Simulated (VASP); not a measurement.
GaAs, 2 atoms in the cell. Symmetry: F-43m, No. 216, cubic system. Conventional cell: a = 5.654 Å, b = 5.654 Å, c = 5.654 Å, α = 90.00°, β = 90.00°, γ = 90.00°. Within 3.2 Å of As (site symmetry -43m) lie 4 Ga at 2.45 Å. Within 3.2 Å of Ga (site symmetry -43m) lie 4 As at 2.45 Å. 

* Program: VASP 6.6.1
* Task: single point
* Functional: PBEsol
* Potentials or basis: VASP PAW PBE potentials, release 64 (As, Ga_d)
* Cutoff: 520 eV
* k mesh: 8 × 8 × 8
* Occupations: fermi-dirac, width 0.05 eV
* Spin: non-collinear spin, zero start, spin-orbit coupling
* Starting moments: [[0.0, 0.0, 0.0], [0.0, 0.0, 0.0]] μB
* Dipole correction: no
* Further INCAR settings: ALGO = Normal; EDIFF = 1e-07; NBANDS = 30

Potentials or basis: VASP PAW PBE potentials, release 64 (As, Ga_d).

Launch:

```sh
$ cat potpaw_PBE.64/As/POTCAR potpaw_PBE.64/Ga_d/POTCAR > POTCAR
$ mpirun -np 1 vasp_ncl > vasp.out
```

Hardware: 1 thread of Intel(R) Xeon(R) Platinum 8259CL CPU @ 2.50GHz (Skylake/Cascade Lake), on a shared host.

Problem. How long does it take, and how much memory?

Solution. Wall time 2.6 min on 1 thread of Intel(R) Xeon(R) Platinum 8259CL CPU @ 2.50GHz (Skylake/Cascade Lake), on a shared host, peak memory 0.32 GiB. Counts: scf iterations 13, k points 43.
